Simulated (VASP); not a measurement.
# Eu (Im-3m) in VASP: further runs, part 2 of 3

VASP 6.6.1. Earlier steps stand in the parts before.

### 3 Single point, LDA, collinear spin, ferromagnetic start (volume scaled by 1.04)

INCAR reads:

```
SYSTEM = Eu
ALGO = Normal
EDIFF = 1E-7
ENCUT = 520
GGA = CA
ISIF = 2
ISMEAR = -1
ISPIN = 2
LASPH = .True.
LCHARG = .False.
LMAXMIX = 6
LORBIT = 11
LREAL = .False.
LWAVE = .False.
MAGMOM = 7
NBANDS = 18
NELM = 150
PREC = Accurate
SIGMA = 0.05
```

KPOINTS reads:

```
k-points
0
Gamma
  8 8 8
  0 0 0
```

POSCAR reads:

```
Eu
1.0
   -2.3333061070      2.3333061070      2.3333061070
    2.3333061070     -2.3333061070      2.3333061070
    2.3333061070      2.3333061070     -2.3333061070
Eu
1
Direct
    0.0000000000      0.0000000000      0.0000000000
```

Potentials or basis: VASP PAW PBE potentials, release 64 (Eu).

Run with:

```bash
cat potpaw_PBE.64/Eu/POTCAR > POTCAR
mpirun -np 1 vasp_std > vasp.out
```

OUTCAR:

```text
SYSTEM = Eu
   EDIFF = 1E-7
   ENCUT = 520
   GGA = CA
   ISIF = 2
   ISMEAR = -1
   ISPIN = 2
   LASPH = .True.
   LORBIT = 11
   LREAL = .False.
   NELM = 150
   PREC = Accurate

 ion  position               nearest neighbor table
   1  0.000  0.000  0.000-

  LATTYP: Found a body centered cubic cell.
 ALAT       =     4.6666122140

  Lattice vectors:

 A1 = (  -2.3333061070,   2.3333061070,   2.3333061070)
 A2 = (   2.3333061070,  -2.3333061070,   2.3333061070)
 A3 = (   2.3333061070,   2.3333061070,  -2.3333061070)

Analysis of symmetry for initial positions (statically):
=====================================================================
 Subroutine PRICEL returns:
 Original cell was already a primitive cell.

 Routine SETGRP: Setting up the symmetry group for a
 body centered cubic supercell.

 Subroutine GETGRP returns: Found 48 space group operations
 (whereof 48 operations were pure point group operations)
 out of a pool of 48 trial point group operations.

The static configuration has the point symmetry O_h .

Analysis of symmetry for dynamics (positions and initial velocities):
=====================================================================
 Subroutine PRICEL returns:
 Original cell was already a primitive cell.

 Routine SETGRP: Setting up the symmetry group for a
 body centered cubic supercell.

 Subroutine GETGRP returns: Found 48 space group operations
 (whereof 48 operations were pure point group operations)
 out of a pool of 48 trial point group operations.

The dynamic configuration has the point symmetry O_h .

Analysis of structural, dynamic, and magnetic symmetry:
=====================================================================
 Subroutine PRICEL returns:
 Original cell was already a primitive cell.

 Routine SETGRP: Setting up the symmetry group for a
 body centered cubic supercell.

 Subroutine GETGRP returns: Found 48 space group operations
 (whereof 48 operations were pure point group operations)
 out of a pool of 48 trial point group operations.

The overall configuration has the point symmetry O_h .

 Subroutine INISYM returns: Found 48 space group operations
 (whereof 48 operations are pure point group operations),
 and found     1 'primitive' translations

----------------------------------------------------------------------------------------

                                     Primitive cell

  volume of cell :      50.8130

  direct lattice vectors                    reciprocal lattice vectors
    -2.333306107  2.333306107  2.333306107     0.000000000  0.214288215  0.214288215
     2.333306107 -2.333306107  2.333306107     0.214288215  0.000000000  0.214288215
     2.333306107  2.333306107 -2.333306107     0.214288215  0.214288215  0.000000000

  length of vectors
     4.041404727  4.041404727  4.041404727     0.303049299  0.303049299  0.303049299

  position of ions in fractional coordinates (direct lattice)
     0.000000000  0.000000000  0.000000000

  ion indices of the primitive-cell ions
   primitive index   ion index
                 1           1

----------------------------------------------------------------------------------------

 KPOINTS: k-points

Automatic generation of k-mesh.
 Grid dimensions read from file:
 generate k-points for:    8    8    8

 Generating k-lattice:

[... 48 lines left out ...]
   ions per type =               1
   NGX,Y,Z   is equivalent  to a cutoff of  12.34, 12.34, 12.34 a.u.
   NGXF,Y,Z  is equivalent  to a cutoff of  24.68, 24.68, 24.68 a.u.
 SYSTEM =  Eu
   PREC   = accura    normal or accurate (medium, high low for compatibility)
   ISTART =      0    job   : 0-new  1-cont  2-samecut
   ICHARG =      2    charge: 1-file 2-atom 10-const
   ISPIN  =      2    spin polarized calculation?
   LNONCOLLINEAR =      F non collinear calculations
   LSORBIT =      F    spin-orbit coupling
   LASPH  =      T    aspherical Exc in radial PAW
   ENCUT  =  520.0 eV  38.22 Ry    6.18 a.u.   7.51  7.51  7.51*2*pi/ulx,y,z
   NELM   =    150;   NELMIN=  2; NELMDL= -5     # of ELM steps
   EDIFF  = 0.1E-06   stopping-criterion for ELM
   LREAL  =      F    real-space projection
   EDIFFG = 0.1E-05   stopping-criterion for IOM
   NSW    =      0    number of steps for IOM
   IBRION =     -1    ionic relax: 0-MD 1-quasi-New 2-CG
   NFREE  =      0    steps in history (QN), initial steepest desc. (CG)
   ISIF   =      2    stress and relaxation
   ISYM   =      2    0-nonsym 1-usesym 2-fastsym
   POTIM  = 0.5000    time-step for ionic-motion
   TEBEG  =    0.0;   TEEND  =   0.0 temperature during run
   PSTRESS=    0.0 pullay stress
   NELECT =      17.0000    total number of electrons
   NUPDOWN=      -1.0000    fix difference up-down
   EMIN   =  10.00;   EMAX   =-10.00  energy-range for DOS
   EFERMI =   0.00;   METHOD = LEGACY
   ISMEAR =    -1;   SIGMA  =   0.05  broadening in eV -4-tet -1-fermi 0-gaus
   EFERMI_NEDOS =   21; number of points for ismear=-14 and -15
   IALGO  =     38    algorithm
   IMIX   =      4    mixing-type and parameters
     AMIX     =   0.40;   BMIX     =  1.00
     AMIX_MAG =   1.60;   BMIX_MAG =  1.00
  volume/ion in A,a.u.               =      50.81       342.90
  Fermi-wavevector in a.u.,A,eV,Ry     =   1.136491  2.147657 17.573453  1.291612
  Thomas-Fermi vector in A             =   2.273196
   LORBIT       =     11    0 simple, 1 ext, 2 COOP (PROOUT), +10 PAW based schemes
   GGA     = CA    functional components
   LHFCALC =     F    Hartree Fock is set to
   AEXX    =    0.0000 exact exchange contribution
   IVDW    =     0    specifies the selected vdW correction
   LEPSILON=     F    determine dielectric tensor
   LRPA    =     F    only Hartree local field effects (RPA)
 spin polarized calculation
  energy-cutoff  :      520.00
  volume of cell :       50.81
 maximum number of plane-waves:      1409
   NGX = 15   NGY = 15   NGZ = 15

 number of electron      16.9999995 magnetization       7.2643062

 Free energy of the ion-electron system (eV)
  ---------------------------------------------------
  ext. energy  EPLUGINS =         0.00000000
  ---------------------------------------------------
  free energy    TOTEN  =       -11.13894126 eV

  energy without entropy =      -11.12610295  energy(sigma->0) =      -11.13252210

 E-fermi :   1.2186     XC(G=0):  -8.3628

 val. band max:        1.1688794915   @ k =  -0.3750  -0.3750   0.1250
 cond. band min:       1.2199786350   @ k =   0.5000   0.5000   0.2500
 fundamental gap:      0.0510991436
 Fermi energy:         1.2185631771

 spin component 1

 k-point     1 :       0.0000    0.0000    0.0000
  band No.  band energies     occupation
      1     -40.3203      1.00000
      2     -19.1327      1.00000
      3     -19.1327      1.00000
      4     -19.1327      1.00000
      5      -2.8149      1.00000
      6       0.7097      0.99996
[... 493 lines left out ...]
     17       4.9386      0.00000
     18       7.9654      0.00000

 [... further k-points ...]

 spin component 2

 k-point     1 :       0.0000    0.0000    0.0000
  band No.  band energies     occupation
      1     -37.4703      1.00000
      2     -16.9590      1.00000
      3     -16.9590      1.00000
      4     -16.9590      1.00000
      5      -2.2714      1.00000
      6       3.6471      0.00000
[... 493 lines left out ...]
     17       6.1897      0.00000
     18       8.9836      0.00000

 [... further k-points ...]

------------------------ aborting loop because EDIFF is reached ----------------------------------------

  FORCE on cell =-STRESS in cart. coord.  units (eV):
  Direction    XX          YY          ZZ          XY          YZ          ZX
  --------------------------------------------------------------------------------------
  -------------------------------------------------------------------------------------
  Total       -1.2741423     -1.2741423     -1.2741423     -0.0000000     -0.0000000      0.0000000
  in kB      -40.1747668    -40.1747668    -40.1747668     -0.0000000     -0.0000000      0.0000000
  external PRESSURE =     -40.1747668 kB  Pullay stress =       0.0000000 kB

 VOLUME and BASIS-vectors are now :
 -----------------------------------------------------------------------------
  energy-cutoff  :      520.00
  volume of cell :       50.81
      direct lattice vectors                 reciprocal lattice vectors
    -2.333306107  2.333306107  2.333306107     0.000000000  0.214288215  0.214288215
     2.333306107 -2.333306107  2.333306107     0.214288215  0.000000000  0.214288215
     2.333306107  2.333306107 -2.333306107     0.214288215  0.214288215  0.000000000

 POSITION                                       TOTAL-FORCE (eV/Angst)
 -----------------------------------------------------------------------------------
      0.00000      0.00000      0.00000        -0.000000     -0.000000     -0.000000
 -----------------------------------------------------------------------------------
    total drift:                               -0.000000     -0.000000      0.000000

  FREE ENERGIE OF THE ION-ELECTRON SYSTEM (eV)
  ---------------------------------------------------
  free  energy   TOTEN  =       -11.1389412625 eV

  energy  without entropy=      -11.1261029460  energy(sigma->0) =      -11.13252210

 total charge

# of ion       s       p       d       f       tot
--------------------------------------------------
    1        2.075   5.661   0.226   6.695  14.656

 magnetization (x)

# of ion       s       p       d       f       tot
--------------------------------------------------
    1       -0.001  -0.079   0.100   6.693   6.713
```

OSZICAR:

```text
N       E                     dE             d eps       ncg     rms          rms(c)
DAV:   1     0.111502166116E+03    0.11150E+03   -0.64754E+03  2508   0.395E+03
DAV:   2     0.109563267298E+02   -0.10055E+03   -0.87262E+02  2654   0.255E+02
[... 12 lines left out ...]
DAV:  15    -0.111389461845E+02    0.50022E-04   -0.18268E-04  3820   0.225E-01    0.326E-01
DAV:  16    -0.111389397593E+02    0.64252E-05   -0.41775E-05  4046   0.995E-02    0.387E-02
DAV:  17    -0.111389411486E+02   -0.13893E-05   -0.63571E-06  3976   0.322E-02    0.133E-02
DAV:  18    -0.111389415716E+02   -0.42303E-06   -0.69492E-07  3584   0.127E-02    0.241E-02
DAV:  19    -0.111389412513E+02    0.32034E-06   -0.75756E-07  3176   0.165E-02    0.830E-03
DAV:  20    -0.111389412625E+02   -0.11275E-07   -0.17023E-08  1402   0.196E-03
   1 F= -.11138941E+02 E0= -.11132522E+02  d E =-.128383E-01  mag=     7.2644
```

stdout:

```text
POSCAR found type information on POSCAR Eu
 POSCAR found :  1 types and       1 ions
 scaLAPACK will be used
 -----------------------------------------------------------------------------
|                                                                             |
|                                                                             |
|     You enforced a specific xc type in the INCAR file but a different       |
|     I HOPE YOU KNOW WHAT YOU ARE DOING!                                     |
|                                                                             |
 -----------------------------------------------------------------------------

 LDA part: xc-table for (Slater(with rela. corr.)+CA(PZ))
 , standard interpolation
 POSCAR, INCAR and KPOINTS ok, starting setup
 FFT: planning ... GRIDC
 FFT: planning ... GRID_SOFT
 FFT: planning ... GRID
 WAVECAR not read
 entering main loop
```

Run time: 47 s. Hardware: 1 thread of Intel Xeon Platinum 8559C (Emerald Rapids), shared host; peak memory 0.19 GiB.

Results:

* Free energy: -11.1389 eV
* Pressure: -4.0 GPa
* Net moment: 7.26 μB per cell
* Site moments: Eu +6.71 μB
* Valence electrons inside the program's atomic spheres: Eu 14.66

Levels at points of the mesh, in eV from the Fermi level:
Spin up:
| k point | band 10 | band 11 | band 12 | band 13 | band 14 | band 15 |
| --- | --- | --- | --- | --- | --- | --- |
| (0.00, 0.00, 0.00) | -0.39 | -0.39 | -0.35 | 1.57 | 1.57 | 1.57 |
| (0.50, 0.00, 0.00) | -0.41 | -0.39 | -0.37 | 0.46 | 0.51 | 2.85 |
| (0.50, 0.50, 0.50) | -0.48 | -0.37 | -0.37 | -0.37 | 4.10 | 4.10 |
Spin down:
```csv
k point,band 1,band 2,band 3,band 4,band 5,band 6,band 7,band 8,band 9,band 10
"(0.00, 0.00, 0.00)",-38.69,-18.18,-18.18,-18.18,-3.49,2.43,2.43,2.43,3.66,3.66
"(0.50, 0.00, 0.00)",-38.67,-18.49,-18.28,-18.18,-0.91,1.05,1.20,3.60,3.80,3.82
"(0.50, 0.50, 0.50)",-38.65,-18.40,-18.40,-18.40,-0.11,-0.11,3.50,3.50,3.50,3.77
```

Caveat: the PAW data sets were made with another functional, which shifts forces and pressure a little; spin-orbit coupling is left out, which moves the levels of the heavy elements. The state reached can hang on the start; a lower one may exist.

[end of part 2 of 3]
